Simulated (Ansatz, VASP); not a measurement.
**In2Ga3As3: VASP beside Ansatz**

```xyz
8
Lattice="4.1676 0.0000 0.0000 0.0000 4.1676 0.0000 0.0000 0.0000 12.5452" Properties=species:S:1:pos:R:3 pbc="T T T"
In    2.0838    0.0000   10.9215
In    0.0000    2.0838    1.6237
Ga    0.0000    2.0838    7.8633
Ga    2.0838    0.0000    4.6820
Ga    0.0000    0.0000    6.2726
As    2.0838    2.0838    9.2682
As    2.0838    2.0838    3.2771
As    0.0000    0.0000    0.0000
```

Alike in both runs: functional PBE; k mesh 8 × 8 × 4; occupations gaussian, width 0.1 eV; no spin polarisation.

Ansatz relaxed the structure, and its values are those at the end. VASP's run is a single point on that final structure, the one shown.

```csv
,VASP,Ansatz
version,VASP 6.6.1,Ansatz 0.2.0
potentials or method,"VASP PAW PBE potentials, release 64 (In_d, Ga_d, As), cutoff 520 eV","scalar-relativistic, plane waves, PAW"
valence electrons in the cell,80,110
```

```csv
,VASP,Ansatz,Ansatz less VASP
gap on the k mesh at the Fermi level (eV),none,none,-
pressure (GPa),0.1,0.0,-0.08
rms of the force components (eV/Å),0.003,0.001,-0.0018
```

A gap of «none» marks a metal or a gap that the smearing closes. The functional is the same, so the differences come from potentials, cutoffs and numerics. VASP's potentials hold 80 valence electrons a cell and Ansatz's 110, so a difference there can come from the potentials and not from the codes.
